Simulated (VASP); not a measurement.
# TiN (Osbornite) in VASP: single point with PBE

Aim: the single point of TiN (Osbornite) with PBE.

All numbers are computed with VASP 6.6.1; they aren't measurements. Logs are shortened: lines on timing, memory, paths and dates and some standing lists are left out, and cuts for length are marked.

**1. The cell of the first run**

The cell holds a slab with vacuum, 6 atoms: a = 3.003 Å, b = 3.003 Å, c = 21.130 Å, α = 90.00°, β = 90.00°, γ = 120.00°.

**2. Single point, PBE**

File INCAR:

```
SYSTEM = TiN
PREC = Accurate
ENCUT = 520
EDIFF = 1E-6
ISMEAR = 0
SIGMA = 0.1
LREAL = .False.
LASPH = .True.
NELM = 80
ALGO = Normal
ISIF = 2
LWAVE = .False.
LCHARG = .True.
LDIPOL = .True.
IDIPOL = 3
DIPOL = 0.5 0.5 0.500
GGA = PE
LELF = .True.
LVHAR = .True.
LVACPOTAV = .True.
NBANDS = 34
```

File KPOINTS:

```
Automatic mesh
0
Gamma
  12 12 1
  0 0 0
```

File POSCAR:

```
TiN
1.0
    3.0028920880      0.0000000000      0.0000000000
   -1.5014460440      2.6005808330      0.0000000000
    0.0000000000      0.0000000000     21.1296278069
N Ti
3 3
Direct
    0.3333333333      0.6666666667      0.3651076779
    0.0000000000      0.0000000000      0.4746126849
    0.6666666667      0.3333333333      0.5886537051
    0.6666666667      0.3333333333      0.4015301978
    0.3333333333      0.6666666667      0.5284133995
    0.0000000000      0.0000000000      0.6416823348
```

Potentials or basis: VASP PAW PBE potentials, release 64 (N, Ti_sv).

Started as:

```console
> cat potpaw_PBE.64/N/POTCAR potpaw_PBE.64/Ti_sv/POTCAR > POTCAR
> mpirun -np 1 vasp_std > vasp.out
```

OUTCAR:

```text
SYSTEM = TiN
   PREC = Accurate
   ENCUT = 520
   EDIFF = 1E-6
   ISMEAR = 0
   LREAL = .False.
   LASPH = .True.
   NELM = 80
   ISIF = 2
   GGA = PE

 ion  position               nearest neighbor table
   1  0.333  0.667  0.365-   4 1.90   4 1.90   4 1.90
   2  0.000  0.000  0.475-   5 2.07   5 2.07   5 2.07   4 2.32   4 2.32   4 2.32
   3  0.667  0.333  0.589-   6 2.06   6 2.06   6 2.06   5 2.15   5 2.15   5 2.15
   4  0.667  0.333  0.402-   1 1.90   1 1.90   1 1.90   2 2.32   2 2.32   2 2.32
   5  0.333  0.667  0.528-   2 2.07   2 2.07   2 2.07   3 2.15   3 2.15   3 2.15
   6  0.000  0.000  0.642-   3 2.06   3 2.06   3 2.06

  LATTYP: Found a hexagonal cell.
 ALAT       =     3.0028920880
 C/A-ratio  =     7.0364259480

  Lattice vectors:

 A1 = (   3.0028920880,   0.0000000000,   0.0000000000)
 A2 = (  -1.5014460440,   2.6005808330,   0.0000000000)
 A3 = (   0.0000000000,   0.0000000000,  21.1296278069)

Analysis of symmetry for initial positions (statically):
=====================================================================
 Subroutine PRICEL returns:
 Original cell was already a primitive cell.

 Routine SETGRP: Setting up the symmetry group for a
 hexagonal supercell.

 Subroutine GETGRP returns: Found  6 space group operations
 (whereof  6 operations were pure point group operations)
 out of a pool of 24 trial point group operations.

The static configuration has the point symmetry C_3v.

Analysis of symmetry for dynamics (positions and initial velocities):
=====================================================================
 Subroutine PRICEL returns:
 Original cell was already a primitive cell.

 Routine SETGRP: Setting up the symmetry group for a
 hexagonal supercell.

 Subroutine GETGRP returns: Found  6 space group operations
 (whereof  6 operations were pure point group operations)
 out of a pool of 24 trial point group operations.

The dynamic configuration has the point symmetry C_3v.

 Subroutine INISYM returns: Found  6 space group operations
 (whereof  6 operations are pure point group operations),
 and found     1 'primitive' translations

----------------------------------------------------------------------------------------

                                     Primitive cell

  volume of cell :     165.0068

[... 95 lines left out ...]
   NFREE  =      0    steps in history (QN), initial steepest desc. (CG)
   ISIF   =      2    stress and relaxation
   ISYM   =      2    0-nonsym 1-usesym 2-fastsym
   POTIM  = 0.5000    time-step for ionic-motion
   TEBEG  =    0.0;   TEEND  =   0.0 temperature during run
   PSTRESS=    0.0 pullay stress
   NELECT =      51.0000    total number of electrons
   NUPDOWN=      -1.0000    fix difference up-down
   EMIN   =  10.00;   EMAX   =-10.00  energy-range for DOS
   EFERMI =   0.00;   METHOD = LEGACY
   ISMEAR =     0;   SIGMA  =   0.10  broadening in eV -4-tet -1-fermi 0-gaus
   EFERMI_NEDOS =   21; number of points for ismear=-14 and -15
   IALGO  =     38    algorithm
   IMIX   =      4    mixing-type and parameters
     AMIX     =   0.40;   BMIX     =  1.00
     AMIX_MAG =   1.60;   BMIX_MAG =  1.00
  volume/ion in A,a.u.               =      27.50       185.59
  Fermi-wavevector in a.u.,A,eV,Ry     =   1.106872  2.091686 16.669404  1.225167
  Thomas-Fermi vector in A             =   2.243379
   LORBIT       =      0    0 simple, 1 ext, 2 COOP (PROOUT), +10 PAW based schemes
   GGA     = PE    functional components
   LHFCALC =     F    Hartree Fock is set to
   AEXX    =    0.0000 exact exchange contribution
   IVDW    =     0    specifies the selected vdW correction
   LEPSILON=     F    determine dielectric tensor
   LRPA    =     F    only Hartree local field effects (RPA)
 non-spin polarized calculation
 Gauss-broadening in eV      SIGMA  =   0.10
  energy-cutoff  :      520.00
  volume of cell :      165.01
 maximum number of plane-waves:      4507
 NGX is ok and might be reduce to    24
   NGX = 11   NGY = 11   NGZ = 79

 dipolmoment           0.000000      0.000000      0.077376 electrons x Angstroem

 number of electron      51.0000015 magnetization

 dipolmoment           0.000000      0.000000     -0.102995 electrons x Angstroem

 Free energy of the ion-electron system (eV)
  ---------------------------------------------------
  ext. energy  EPLUGINS =         0.00000000
  ---------------------------------------------------
  free energy    TOTEN  =       -55.58884013 eV

  energy without entropy =      -55.57038128  energy(sigma->0) =      -55.57961070

 E-fermi :  -0.2458     XC(G=0):  -5.5172

 val. band max:       -0.2528716425   @ k =   0.2500   0.2500   0.0000
 cond. band min:      -0.2301281329   @ k =   0.1667   0.0000   0.0000
 fundamental gap:      0.0227435096
 Fermi energy:        -0.2457993424

 k-point     1 :       0.0000    0.0000    0.0000
  band No.  band energies     occupation
      1     -57.6671      2.00000
      2     -57.3449      2.00000
      3     -56.6736      2.00000
      4     -34.0900      2.00000
      5     -33.7157      2.00000
      6     -33.7157      2.00000
[... 692 lines left out ...]
     33       2.5851      0.00000
     34       3.4828      0.00000

------------------------ aborting loop because EDIFF is reached ----------------------------------------

  FORCE on cell =-STRESS in cart. coord.  units (eV):
  Direction    XX          YY          ZZ          XY          YZ          ZX
  --------------------------------------------------------------------------------------
  -------------------------------------------------------------------------------------
  Total        0.7888303      0.7888303      0.1099801      0.0000000      0.0000000      0.0000000
  in kB        7.6593557      7.6593557      1.0678805      0.0000000      0.0000000      0.0000000
  external PRESSURE =       5.4621973 kB  Pullay stress =       0.0000000 kB

 VOLUME and BASIS-vectors are now :
 -----------------------------------------------------------------------------
  energy-cutoff  :      520.00
  volume of cell :      165.01
      direct lattice vectors                 reciprocal lattice vectors
     3.002892088  0.000000000  0.000000000     0.333012300  0.192264741  0.000000000
    -1.501446044  2.600580833  0.000000000     0.000000000  0.384529482  0.000000000
     0.000000000  0.000000000 21.129627807     0.000000000  0.000000000  0.047326910

 POSITION                                       TOTAL-FORCE (eV/Angst)
 -----------------------------------------------------------------------------------
     -0.00000      1.73372      7.71459        -0.000000      0.000000     -0.059036
      0.00000      0.00000     10.02839        -0.000000      0.000000     -0.025627
      1.50145      0.86686     12.43803        -0.000000      0.000000      0.008507
      1.50145      0.86686      8.48418         0.000000      0.000000      0.052947
     -0.00000      1.73372     11.16518        -0.000000     -0.000000     -0.003137
      0.00000      0.00000     13.55851        -0.000000      0.000000      0.026346
 -----------------------------------------------------------------------------------
    total drift:                               -0.000001     -0.000000      0.001294

  FREE ENERGIE OF THE ION-ELECTRON SYSTEM (eV)
  ---------------------------------------------------
  free  energy   TOTEN  =       -55.5888401288 eV

  energy  without entropy=      -55.5703812762  energy(sigma->0) =      -55.57961070

 vacuum level on the upper side and lower side of the slab         4.594         6.981
```

Wall time 1.8 min (1 thread of Intel Xeon 6975P-C (Granite Rapids), shared host); peak memory 0.32 GiB.

Results:

```
Free energy   : -55.5888 eV
Largest force : 0.059 eV/Å
```

Forces on the atoms (eV/Å):
```
N    0.000  0.000 -0.059
N    0.000  0.000 -0.026
N    0.000  0.000  0.009
Ti   0.000  0.000  0.053
Ti   0.000  0.000 -0.003
Ti   0.000  0.000  0.026
```
